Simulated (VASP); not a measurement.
# SiF (P1) in VASP: relaxation of cell and atoms with PBE

Aim: the relaxation of cell and atoms of SiF with PBE.

Program: VASP 6.6.1. These are calculated values, not measurements. Logs are shortened: lines on timing, memory, paths and dates and some standing lists are left out, and cuts for length are marked.

**1. The cell of the first run**

The typed cell holds 8 atoms: a = 3.879 Å, b = 4.141 Å, c = 12.150 Å, α = 89.16°, β = 89.38°, γ = 120.44°.

**2. Relaxation of cell and atoms, PBE**

The input, INCAR:

```
SYSTEM = SiF
PREC = Accurate
ENCUT = 600
EDIFF = 1E-6
ISMEAR = 0
SIGMA = 0.1
LREAL = .FALSE.
LASPH = .TRUE.
NELM = 80
ALGO = Normal
ISIF = 3
LWAVE = .FALSE.
LCHARG = .FALSE.
GGA = PE
IBRION = 2
NSW = 80
EDIFFG = -0.025
```

The input, KPOINTS:

```
regular mesh
0
G
  6 6 1
  0 0 0
```

The input, POSCAR:

```
SiF
1.0
    3.8784094717     -0.0886096434      0.0214600406
   -2.0159429381      3.6169440423      0.0290142182
    0.0676699527      0.1447134448     12.1486039059
Si F
4 4
Direct
    0.7238108523      0.3513496521      0.4585034517
    0.7053811794      0.3559612713      0.9587515974
    0.3051831565      0.6528317582      0.0378810721
    0.3043495674      0.6470870183      0.5283266385
    0.6936116499      0.3288442347      0.3468221567
    0.6825664506      0.3431545393      0.8387162520
    0.2872850187      0.6604089846      0.1565035051
    0.2978121252      0.6603625415      0.6744953264
```

Potentials or basis: VASP PAW PBE potentials, release 64 (Si, F).

Launch:

```
$ cat potpaw_PBE.64/Si/POTCAR potpaw_PBE.64/F/POTCAR > POTCAR
$ mpirun -np 1 vasp_std > vasp.out
```

OUTCAR:

```text
SYSTEM = SiF
   PREC = Accurate
   ENCUT = 600
   EDIFF = 1E-6
   ISMEAR = 0
   LREAL = .FALSE.
   LASPH = .TRUE.
   NELM = 80
   ISIF = 3
   GGA = PE
   IBRION = 2
   NSW = 80
   EDIFFG = -0.025

 ion  position               nearest neighbor table
   1  0.724  0.351  0.459-   5 1.36   4 2.14   4 2.62   4 2.64
   2  0.705  0.356  0.959-   6 1.46   3 2.24   3 2.60   3 2.67
   3  0.305  0.653  0.038-   7 1.44   2 2.24   2 2.60   2 2.67
   4  0.304  0.647  0.528-   8 1.78   1 2.14   1 2.62   1 2.64
   5  0.694  0.329  0.347-   1 1.36
   6  0.683  0.343  0.839-   2 1.46
   7  0.287  0.660  0.157-   3 1.44
   8  0.298  0.660  0.674-   4 1.78

  LATTYP: Found a triclinic cell.
 ALAT       =     6.6928721970
 B/A-ratio  =     0.5796436580
 C/A-ratio  =     1.8153124516
 COS(alpha) =     0.0108273115
 COS(beta)  =     0.0216459090
 COS(gamma) =     0.8458435878

  Lattice vectors:

 A1 = (  -5.7408760053,  -3.4397247555,  -0.0719342994)
 A2 = (  -3.8784094717,   0.0886096434,  -0.0214600406)
 A3 = (  -0.0676699527,  -0.1447134448, -12.1486039059)

Analysis of symmetry for initial positions (statically):
=====================================================================
 Subroutine PRICEL returns:
 Original cell was already a primitive cell.

 Routine SETGRP: Setting up the symmetry group for a
 triclinic supercell.

 Subroutine GETGRP returns: Found  1 space group operations
 (whereof  1 operations were pure point group operations)
 out of a pool of  2 trial point group operations.

The static configuration has the point symmetry C_1 .

Analysis of symmetry for dynamics (positions and initial velocities):
=====================================================================
 Subroutine PRICEL returns:
 Original cell was already a primitive cell.

 Routine SETGRP: Setting up the symmetry group for a
 triclinic supercell.

 Subroutine GETGRP returns: Found  1 space group operations
 (whereof  1 operations were pure point group operations)
 out of a pool of  2 trial point group operations.

The dynamic configuration has the point symmetry C_1 .

 Subroutine INISYM returns: Found  1 space group operations
 (whereof  1 operations are pure point group operations),
 and found     1 'primitive' translations

----------------------------------------------------------------------------------------

                                     Primitive cell

  volume of cell :     168.2224

  direct lattice vectors                    reciprocal lattice vectors
     3.878409472 -0.088609643  0.021460041     0.261181765  0.145598069 -0.003189186
    -2.015942938  3.616944042  0.029014218     0.006417630  0.280080477 -0.003372049
     0.067669953  0.144713445 12.148603906    -0.000476695 -0.000926103  0.082327672

  length of vectors
     3.879480923  4.140911972 12.149654236     0.299039936  0.280174286  0.082334261

  position of ions in fractional coordinates (direct lattice)
     0.723810852  0.351349652  0.458503452
     0.705381179  0.355961271  0.958751597
     0.305183157  0.652831758  0.037881072
     0.304349567  0.647087018  0.528326638
     0.693611650  0.328844235  0.346822157
     0.682566451  0.343154539  0.838716252
     0.287285019  0.660408985  0.156503505
     0.297812125  0.660362541  0.674495326

  ion indices of the primitive-cell ions
   primitive index   ion index
                 1           1
                 2           2
                 3           3
                 4           4
                 5           5
                 6           6
                 7           7
                 8           8

----------------------------------------------------------------------------------------

 KPOINTS: regular mesh

Automatic generation of k-mesh.
 Grid dimensions read from file:
 generate k-points for:    6    6    1

 Generating k-lattice:

  Cartesian coordinates                     Fractional coordinates (reciprocal lattice)
     0.043530294  0.024266345 -0.000531531     0.166666667  0.000000000 -0.000000000
     0.001069605  0.046680079 -0.000562008     0.000000000  0.166666667  0.000000000
    -0.000476695 -0.000926103  0.082327672     0.000000000  0.000000000  1.000000000

  Length of vectors
     0.049839989  0.046695714  0.082334261

  Shift w.r.t. Gamma in fractional coordinates (k-lattice)
     0.000000000  0.000000000  0.000000000

 Subroutine IBZKPT returns following result:
 ===========================================

 Found     20 irreducible k-points:

 Following reciprocal coordinates:
            Coordinates               Weight
  0.000000  0.000000  0.000000      1.000000
  0.166667 -0.000000  0.000000      2.000000
  0.333333 -0.000000  0.000000      2.000000
  0.500000 -0.000000  0.000000      1.000000
  0.000000  0.166667 -0.000000      2.000000
  0.166667  0.166667  0.000000      2.000000
[... 12 lines left out ...]
  0.333333  0.500000  0.000000      2.000000
  0.500000  0.500000 -0.000000      1.000000
   k-points           NKPTS =     20   k-points in BZ     NKDIM =     20   number of bands    NBANDS=     27
   number of dos      NEDOS =    301   number of ions     NIONS =      8
   total plane-waves  NPLWV = 112896
   dimension x,y,z NGX =    32 NGY =   36 NGZ =   98
   dimension x,y,z NGXF=    64 NGYF=   72 NGZF=  196
   ions per type =               4   4
   NGX,Y,Z   is equivalent  to a cutoff of  13.71, 14.45, 13.41 a.u.
   NGXF,Y,Z  is equivalent  to a cutoff of  27.43, 28.91, 26.82 a.u.
 SYSTEM =  SiF
   PREC   = accura    normal or accurate (medium, high low for compatibility)
   ISTART =      0    job   : 0-new  1-cont  2-samecut
   ICHARG =      2    charge: 1-file 2-atom 10-const
   ISPIN  =      1    spin polarized calculation?
   LNONCOLLINEAR =      F non collinear calculations
   LSORBIT =      F    spin-orbit coupling
   LASPH  =      T    aspherical Exc in radial PAW
   ENCUT  =  600.0 eV  44.10 Ry    6.64 a.u.   7.75  8.27 24.27*2*pi/ulx,y,z
   NELM   =     80;   NELMIN=  2; NELMDL= -5     # of ELM steps
   EDIFF  = 0.1E-05   stopping-criterion for ELM
   LREAL  =      F    real-space projection
   EDIFFG = -.3E-01   stopping-criterion for IOM
   NSW    =     80    number of steps for IOM
   IBRION =      2    ionic relax: 0-MD 1-quasi-New 2-CG
   NFREE  =      1    steps in history (QN), initial steepest desc. (CG)
   ISIF   =      3    stress and relaxation
   ISYM   =      2    0-nonsym 1-usesym 2-fastsym
   POTIM  = 0.5000    time-step for ionic-motion
   TEBEG  =    0.0;   TEEND  =   0.0 temperature during run
   PSTRESS=    0.0 pullay stress
   NELECT =      44.0000    total number of electrons
   NUPDOWN=      -1.0000    fix difference up-down
   EMIN   =  10.00;   EMAX   =-10.00  energy-range for DOS
   EFERMI =   0.00;   METHOD = LEGACY
   ISMEAR =     0;   SIGMA  =   0.10  broadening in eV -4-tet -1-fermi 0-gaus
   EFERMI_NEDOS =   21; number of points for ismear=-14 and -15
   IALGO  =     38    algorithm
   IMIX   =      4    mixing-type and parameters
     AMIX     =   0.40;   BMIX     =  1.00
     AMIX_MAG =   1.60;   BMIX_MAG =  1.00
  volume/ion in A,a.u.               =      21.03       141.90
  Fermi-wavevector in a.u.,A,eV,Ry     =   1.046962  1.978472 14.913760  1.096130
  Thomas-Fermi vector in A             =   2.181823
   LORBIT       =      0    0 simple, 1 ext, 2 COOP (PROOUT), +10 PAW based schemes
   GGA     = PE    functional components
   LHFCALC =     F    Hartree Fock is set to
   AEXX    =    0.0000 exact exchange contribution
   IVDW    =     0    specifies the selected vdW correction
   LEPSILON=     F    determine dielectric tensor
   LRPA    =     F    only Hartree local field effects (RPA)
 conjugate gradient relaxation of ions
 non-spin polarized calculation
 Gauss-broadening in eV      SIGMA  =   0.10
  energy-cutoff  :      600.00
  volume of cell :      168.22
 maximum number of plane-waves:      5645
   NGX = 15   NGY = 17   NGZ = 49

--------------------------------------- Ionic step        1  -------------------------------------------

 number of electron      43.9999999 magnetization

 Free energy of the ion-electron system (eV)
  ---------------------------------------------------
  ext. energy  EPLUGINS =         0.00000000
  ---------------------------------------------------
  free energy    TOTEN  =       -37.84673146 eV

  energy without entropy =      -37.84139923  energy(sigma->0) =      -37.84406535

------------------------ aborting loop because EDIFF is reached ----------------------------------------

  FORCE on cell =-STRESS in cart. coord.  units (eV):
  Direction    XX          YY          ZZ          XY          YZ          ZX
  --------------------------------------------------------------------------------------
  -------------------------------------------------------------------------------------
  Total        3.2726452     -3.7457243     39.8352358      4.8972647      3.7573753      5.1312398
  in kB       31.1692035    -35.6748852    379.3972393     46.6423426     35.7858513     48.8707590
  external PRESSURE =     124.9638525 kB  Pullay stress =       0.0000000 kB
[... 107 lines left out ...]
  FREE ENERGIE OF THE ION-ELECTRON SYSTEM (eV)
  ---------------------------------------------------
  free  energy   TOTEN  =       -30.1165336818 eV

  energy  without entropy=      -30.0724753543  energy(sigma->0) =      -30.09450452

 E-fermi :  -0.2747     XC(G=0):  -7.4033

 val. band max:       -0.4926674065   @ k =   0.0000   0.0000   0.0000
 cond. band min:      -0.0655057524   @ k =   0.0000   0.0000   0.0000
 fundamental gap:      0.4271616542
 Fermi energy:        -0.2746954991

 k-point     1 :       0.0000    0.0000    0.0000
  band No.  band energies     occupation
      1     -23.2230      2.00000
      2     -22.0566      2.00000
      3     -21.2542      2.00000
      4     -20.3339      2.00000
      5     -10.7550      2.00000
      6     -10.6661      2.00000
[... 589 lines left out ...]
     26       2.1722      0.00000
     27       3.4319      0.00000

[... ionic steps 4 to 35 ...]

--------------------------------------- Ionic step       36  -------------------------------------------

 number of electron      44.0000010 magnetization

------------------------ aborting loop because EDIFF is reached ----------------------------------------

  FORCE on cell =-STRESS in cart. coord.  units (eV):
  Direction    XX          YY          ZZ          XY          YZ          ZX
  --------------------------------------------------------------------------------------
  -------------------------------------------------------------------------------------
  Total       -0.0655885     -0.0574225     -0.0518635      0.0131998     -0.0174631     -0.0313668
  in kB       -0.6320023     -0.5533156     -0.4997498      0.1271917     -0.1682725     -0.3022459
  external PRESSURE =      -0.5616892 kB  Pullay stress =       0.0000000 kB
[... 69 lines left out ...]
  energy  without entropy=      -42.4380826138  energy(sigma->0) =      -42.43808404

--------------------------------------- Ionic step       38  -------------------------------------------

 number of electron      44.0000009 magnetization

 Free energy of the ion-electron system (eV)
  ---------------------------------------------------
  ext. energy  EPLUGINS =         0.00000000
  ---------------------------------------------------
  free energy    TOTEN  =       -42.43822078 eV

  energy without entropy =      -42.43821784  energy(sigma->0) =      -42.43821931

 E-fermi :   1.4016     XC(G=0):  -7.6178

 val. band max:        1.1188883815   @ k =   0.0000   0.0000   0.0000
 cond. band min:       1.6663063021   @ k =   0.0000   0.0000   0.0000
 fundamental gap:      0.5474179206
 Fermi energy:         1.4015704855

 k-point     1 :       0.0000    0.0000    0.0000
  band No.  band energies     occupation
      1     -23.2564      2.00000
      2     -23.2305      2.00000
      3     -23.1821      2.00000
      4     -23.1576      2.00000
      5      -9.0839      2.00000
      6      -9.0531      2.00000
[... 624 lines left out ...]
  FREE ENERGIE OF THE ION-ELECTRON SYSTEM (eV)
  ---------------------------------------------------
  free  energy   TOTEN  =       -42.4382207771 eV

  energy  without entropy=      -42.4382178373  energy(sigma->0) =      -42.43821931

 reached required accuracy - stopping structural energy minimisation
```

Run time: 27 min. Hardware: 1 thread of Intel Xeon 6975P-C (Granite Rapids), shared host; peak memory 0.39 GiB.

What came out:

```
Free energy                           : -42.4382 eV
Relaxed volume                        : 20.78 Å³/atom
Relaxed cell                          : a = 3.969 Å, b = 3.966 Å, c = 12.191 Å, α = 90.66°, β = 88.67°, γ = 119.94°
Space group after relaxing (to 0.1 Å) : C2/m (No. 12)
Pressure after relaxing               : 0.0 GPa
Largest force after relaxing          : 0.021 eV/Å
Band gap on the k mesh                : 0.55 eV
```

Forces on the atoms (eV/Å):
```
Si  -0.002 -0.006 -0.002
Si   0.006  0.013  0.001
Si   0.008 -0.012 -0.004
Si   0.016  0.012 -0.008
F   -0.013 -0.009  0.003
F   -0.018  0.005  0.000
F    0.008 -0.007  0.010
F   -0.003  0.003 -0.001
```

Final structure:
```
CELL_PARAMETERS angstrom
3.96848 0.00026 0.04302
-1.97972 3.43665 -0.02244
0.15055 0.00429 12.18964
ATOMIC_POSITIONS crystal
Si 0.67206 0.32994 0.47320
Si 0.66205 0.33562 0.96987
Si 0.32452 0.66951 0.02678
Si 0.33416 0.66285 0.53017
F 0.68578 0.33255 0.33912
F 0.67513 0.33476 0.83582
F 0.31793 0.67119 0.16083
F 0.32838 0.66357 0.66422
```

Levels at points of the mesh, in eV from the valence-band top:
| k point | band 18 | band 19 | band 20 | band 21 | band 22 | band 23 | band 24 | band 25 | band 26 | band 27 |
| --- | --- | --- | --- | --- | --- | --- | --- | --- | --- | --- |
| (0.00, 0.00, 0.00) | -4.83 | -0.02 | -0.01 | 0.00 | 0.00 | 0.55 | 0.88 | 3.54 | 3.70 | 3.71 |
| (0.50, 0.00, 0.00) | -4.42 | -3.92 | -3.79 | -1.12 | -1.08 | 1.72 | 1.72 | 3.81 | 4.04 | 4.65 |
| (0.00, 0.50, 0.00) | -4.44 | -3.91 | -3.79 | -1.13 | -1.09 | 1.71 | 1.71 | 3.80 | 4.06 | 4.66 |
| (0.50, 0.50, 0.00) | -4.46 | -3.91 | -3.80 | -1.13 | -1.09 | 1.70 | 1.70 | 3.79 | 4.08 | 4.67 |

Caveat: the k points lie up to 0.52 Å⁻¹ apart in the final cell; semilocal functionals underestimate gaps, and a narrow one can read as zero.
